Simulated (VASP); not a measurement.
# S (Fd-3m) in VASP: a series of runs, part 2 of 2

VASP 6.6.1. Earlier steps stand in the parts before.

### 6 Relaxation of cell and atoms, PBEsol

This run uses another cell than the first one, of 21.25 Å³/atom, 1.008 times its volume.

The input, INCAR:

```
PREC     = Accurate       # precision mode
ENCUT    = 600            # plane-wave cutoff, eV
EDIFF    = 1E-7           # SCF threshold, eV
ISMEAR   = -1             # smearing method
SIGMA    = 0.05           # smearing width, eV
LREAL    = False          # projectors in reciprocal space
LASPH    = True           # aspherical terms in the spheres
NELM     = 80             # most SCF steps
ALGO     = Normal         # electronic algorithm
ISIF     = 3              # what is computed and relaxed
LWAVE    = False          # write WAVECAR
LCHARG   = False          # write CHGCAR
GGA      = PS             # functional
IBRION   = 2              # ionic algorithm
NSW      = 60             # ionic steps
EDIFFG   = -0.005         # ionic threshold
```

The input, KPOINTS:

```
Automatic mesh
0
Gamma
  13 13 13
```

The input, POSCAR:

```
S
1.0
    0.0000000000      2.7698291284      2.7698291284
    2.7698291284      0.0000000000      2.7698291284
    2.7698291284      2.7698291284      0.0000000000
S
2
Direct
   -0.1250000000     -0.1250000000     -0.1250000000
    0.1250000000      0.1250000000      0.1250000000
```

Potentials or basis: VASP PAW PBE potentials, release 64 (S).

On the command line:

```
> cat potpaw_PBE.64/S/POTCAR > POTCAR
> mpirun -np 1 vasp_std > vasp.out
```

OUTCAR:

```text
PREC = Accurate
   ENCUT = 600
   EDIFF = 1E-7
   ISMEAR = -1
   LREAL = False
   LASPH = True
   NELM = 80
   ISIF = 3
   GGA = PS
   IBRION = 2
   NSW = 60
   EDIFFG = -0.005

 ion  position               nearest neighbor table
   1  0.875  0.875  0.875-   2 2.40   2 2.40   2 2.40   2 2.40
   2  0.125  0.125  0.125-   1 2.40   1 2.40   1 2.40   1 2.40

  LATTYP: Found a face centered cubic cell.
 ALAT       =     5.5396582568

  Lattice vectors:

 A1 = (   0.0000000000,   2.7698291284,   2.7698291284)
 A2 = (   2.7698291284,   0.0000000000,   2.7698291284)
 A3 = (   2.7698291284,   2.7698291284,   0.0000000000)

Analysis of symmetry for initial positions (statically):
=====================================================================
 Subroutine PRICEL returns:
 Original cell was already a primitive cell.

 Routine SETGRP: Setting up the symmetry group for a
 face centered cubic supercell.

 Subroutine GETGRP returns: Found 48 space group operations
 (whereof 12 operations were pure point group operations)
 out of a pool of 48 trial point group operations.

The static configuration has the point symmetry D_3d.
 The point group associated with its full space group is O_h .

Analysis of symmetry for dynamics (positions and initial velocities):
=====================================================================
 Subroutine PRICEL returns:
 Original cell was already a primitive cell.

 Routine SETGRP: Setting up the symmetry group for a
 face centered cubic supercell.

 Subroutine GETGRP returns: Found 48 space group operations
 (whereof 12 operations were pure point group operations)
 out of a pool of 48 trial point group operations.

The dynamic configuration has the point symmetry D_3d.
 The point group associated with its full space group is O_h .

 Subroutine INISYM returns: Found 48 space group operations
 (whereof 12 operations are pure point group operations),
 and found     1 'primitive' translations

----------------------------------------------------------------------------------------

                                     Primitive cell

  volume of cell :      42.5000

  direct lattice vectors                    reciprocal lattice vectors
     0.000000000  2.769829128  2.769829128    -0.180516551  0.180516551  0.180516551
     2.769829128  0.000000000  2.769829128     0.180516551 -0.180516551  0.180516551
     2.769829128  2.769829128  0.000000000     0.180516551  0.180516551 -0.180516551

  length of vectors
     3.917129919  3.917129919  3.917129919     0.312663837  0.312663837  0.312663837

  position of ions in fractional coordinates (direct lattice)
     0.875000000  0.875000000  0.875000000
     0.125000000  0.125000000  0.125000000

  ion indices of the primitive-cell ions
   primitive index   ion index
                 1           1
                 2           2

----------------------------------------------------------------------------------------

 KPOINTS: Automatic mesh
[... 47 lines left out ...]
  0.384615  0.153846  0.000000     24.000000
  0.461538  0.153846  0.000000     24.000000
 [... further k-points ...]
   k-points           NKPTS =     84   k-points in BZ     NKDIM =     84   number of bands    NBANDS=     10
   number of dos      NEDOS =    301   number of ions     NIONS =      2
   total plane-waves  NPLWV =  32768
   dimension x,y,z NGX =    32 NGY =   32 NGZ =   32
   dimension x,y,z NGXF=    64 NGYF=   64 NGZF=   64
   ions per type =               2
   NGX,Y,Z   is equivalent  to a cutoff of  13.58, 13.58, 13.58 a.u.
   NGXF,Y,Z  is equivalent  to a cutoff of  27.16, 27.16, 27.16 a.u.
 SYSTEM =  unknown system
   PREC   = accura    normal or accurate (medium, high low for compatibility)
   ISTART =      0    job   : 0-new  1-cont  2-samecut
   ICHARG =      2    charge: 1-file 2-atom 10-const
   ISPIN  =      1    spin polarized calculation?
   LNONCOLLINEAR =      F non collinear calculations
   LSORBIT =      F    spin-orbit coupling
   LASPH  =      T    aspherical Exc in radial PAW
   ENCUT  =  600.0 eV  44.10 Ry    6.64 a.u.   7.82  7.82  7.82*2*pi/ulx,y,z
   NELM   =     80;   NELMIN=  2; NELMDL= -5     # of ELM steps
   EDIFF  = 0.1E-06   stopping-criterion for ELM
   LREAL  =      F    real-space projection
   EDIFFG = -.5E-02   stopping-criterion for IOM
   NSW    =     60    number of steps for IOM
   IBRION =      2    ionic relax: 0-MD 1-quasi-New 2-CG
   NFREE  =      1    steps in history (QN), initial steepest desc. (CG)
   ISIF   =      3    stress and relaxation
   ISYM   =      2    0-nonsym 1-usesym 2-fastsym
   POTIM  = 0.5000    time-step for ionic-motion
   TEBEG  =    0.0;   TEEND  =   0.0 temperature during run
   PSTRESS=    0.0 pullay stress
   NELECT =      12.0000    total number of electrons
   NUPDOWN=      -1.0000    fix difference up-down
   EMIN   =  10.00;   EMAX   =-10.00  energy-range for DOS
   EFERMI =   0.00;   METHOD = LEGACY
   ISMEAR =    -1;   SIGMA  =   0.05  broadening in eV -4-tet -1-fermi 0-gaus
   EFERMI_NEDOS =   21; number of points for ismear=-14 and -15
   IALGO  =     38    algorithm
   IMIX   =      4    mixing-type and parameters
     AMIX     =   0.40;   BMIX     =  1.00
     AMIX_MAG =   1.60;   BMIX_MAG =  1.00
  volume/ion in A,a.u.               =      21.25       143.40
  Fermi-wavevector in a.u.,A,eV,Ry     =   1.074003  2.029572 15.694089  1.153483
  Thomas-Fermi vector in A             =   2.209819
   LORBIT       =      0    0 simple, 1 ext, 2 COOP (PROOUT), +10 PAW based schemes
   GGA     = PS    functional components
   LHFCALC =     F    Hartree Fock is set to
   AEXX    =    0.0000 exact exchange contribution
   IVDW    =     0    specifies the selected vdW correction
   LEPSILON=     F    determine dielectric tensor
   LRPA    =     F    only Hartree local field effects (RPA)
 conjugate gradient relaxation of ions
 non-spin polarized calculation
  energy-cutoff  :      600.00
  volume of cell :       42.50
 maximum number of plane-waves:      1431
   NGX = 15   NGY = 15   NGZ = 15

--------------------------------------- Ionic step        1  -------------------------------------------

 number of electron      11.9999998 magnetization

 Free energy of the ion-electron system (eV)
  ---------------------------------------------------
  ext. energy  EPLUGINS =         0.00000000
  ---------------------------------------------------
  free energy    TOTEN  =        -6.88358954 eV

  energy without entropy =       -6.86609969  energy(sigma->0) =       -6.87484461

------------------------ aborting loop because EDIFF is reached ----------------------------------------

  FORCE on cell =-STRESS in cart. coord.  units (eV):
  Direction    XX          YY          ZZ          XY          YZ          ZX
  --------------------------------------------------------------------------------------
  -------------------------------------------------------------------------------------
  Total        1.1408985      1.1408985      1.1408985      0.0000000      0.0000000      0.0000000
  in kB       43.0099218     43.0099218     43.0099218      0.0000000      0.0000000      0.0000000
  external PRESSURE =      43.0099218 kB  Pullay stress =       0.0000000 kB
[... 59 lines left out ...]
--------------------------------------- Ionic step        3  -------------------------------------------

 number of electron      12.0000002 magnetization

 Free energy of the ion-electron system (eV)
  ---------------------------------------------------
  ext. energy  EPLUGINS =         0.00000000
  ---------------------------------------------------
  free energy    TOTEN  =        -6.92735030 eV

  energy without entropy =       -6.91036914  energy(sigma->0) =       -6.91885972

 E-fermi :   3.9481     XC(G=0):  -9.1556

 val. band max:        3.9460502218   @ k =  -0.3846   0.2308   0.0769
 cond. band min:       3.9575797249   @ k =   0.2308   0.1538   0.0769
 fundamental gap:      0.0115295031
 Fermi energy:         3.9481356480

 k-point     1 :       0.0000    0.0000    0.0000
  band No.  band energies     occupation
      1     -12.1982      2.00000
      2      -4.8747      2.00000
      3      -0.0993      2.00000
      4      -0.0993      2.00000
      5      -0.0993      2.00000
      6       2.9318      2.00000
      7       2.9318      2.00000
      8       2.9318      2.00000
      9       9.3164      0.00000
     10      11.6472      0.00000
[... 287 lines left out ...]
 k-point    24 :       0.4615    0.1538    0.0000
  band No.  band energies     occupation
      1     -10.8414      2.00000
      2      -7.9250      2.00000
      3      -1.7628      2.00000
      4      -1.1665      2.00000
      5       0.8776      2.00000
      6       3.6933      1.98785
      7       4.6860      0.00000
      8       5.6472      0.00000
      9      10.4477      0.00000
     10      11.1921      0.00000

 [... further k-points ...]
[... 5 lines left out ...]
  --------------------------------------------------------------------------------------
  -------------------------------------------------------------------------------------
  Total        0.0013386      0.0013386      0.0013386      0.0000000     -0.0000000      0.0000000
  in kB        0.0466948      0.0466948      0.0466948      0.0000000     -0.0000000      0.0000000
  external PRESSURE =       0.0466948 kB  Pullay stress =       0.0000000 kB
[... 17 lines left out ...]
  FREE ENERGIE OF THE ION-ELECTRON SYSTEM (eV)
  ---------------------------------------------------
  free  energy   TOTEN  =        -6.9273502962 eV

  energy  without entropy=       -6.9103691421  energy(sigma->0) =       -6.91885972

 reached required accuracy - stopping structural energy minimisation
```

Wall time 40 s (1 thread of AMD EPYC 9R45 (Zen 5), shared host); peak memory 0.16 GiB.

What came out:

| Property | Result |
| --- | --- |
| Free energy | -6.9274 eV |
| Relaxed volume | 22.97 Å³/atom |
| Relaxed cell | a = 4.020 Å, b = 4.020 Å, c = 4.020 Å, α = 60.00°, β = 60.00°, γ = 60.00° |
| Space group after relaxing (to 0.05 Å) | Fd-3m (No. 227) |
| Energy gained by relaxing | 21.9 meV/atom |
| Ionic steps | 3 |
| Pressure after relaxing | 0.0 GPa |
| Band gap on the k mesh | zero (band 6 reaches 4.23 eV, above the bottom of band 7 at 2.93 eV) |

The path:
```csv
step,energy change (eV),largest force (eV/Å),pressure (GPa),volume (Å³)
1,0.0000,0.0000,4.30,42.50
2,-0.0437,0.0000,-0.18,46.11
3,-0.0438,0.0000,0.00,45.93
```

Final structure:
```cif
data_structure
_symmetry_space_group_name_H-M 'P 1'
_symmetry_Int_Tables_number 1
_cell_length_a 4.0198
_cell_length_b 4.0198
_cell_length_c 4.0198
_cell_angle_alpha 60.000
_cell_angle_beta 60.000
_cell_angle_gamma 60.000
_cell_volume 45.93
loop_
_atom_site_label
_atom_site_type_symbol
_atom_site_fract_x
_atom_site_fract_y
_atom_site_fract_z
_atom_site_occupancy
S1 S 0.87500 0.87500 0.87500 1
S2 S 0.12500 0.12500 0.12500 1
```

Levels at points of the mesh, in eV from the Fermi level:
```
           k point  band 4  band 5  band 6  band 7  band 8  band 9
(0.00, 0.00, 0.00)   -4.05   -4.05   -1.02   -1.02   -1.02    5.37
```

Caveat: the PAW data sets were made with another functional, which shifts forces and pressure a little.

### 7 The runs side by side

| task | level | spin | cell | cutoff (eV) | gap on the mesh (eV) | pressure (GPa) |
| --- | --- | --- | --- | --- | --- | --- |
| single point | PBEsol | off | a = 3.907 Å, angles 60.0°, 2 atoms | 520 | none | 4.7 |
| single point | PBEsol | off | a = 4.017 Å, angles 60.0°, 2 atoms | 520 | none | 0.1 |
| single point | PBE | collinear, ferromagnetic start | a = 3.533 Å, angles 60.0°, 2 atoms | 520 | none | 38.9 |
| relaxation of cell and atoms | PBEsol | off | relaxed from a = 3.917 Å, angles 60.0°, 2 atoms | 600 | none | 0.0 |

Alike in all rows: potentials or basis VASP PAW PBE potentials, release 64 (S); k mesh 13 × 13 × 13; smearing fermi-dirac 0.05 eV.

Caveats: the PAW data sets were made with another functional, which shifts forces and pressure a little (some runs).

Absolute energies hang on the potentials; compare differences alone.
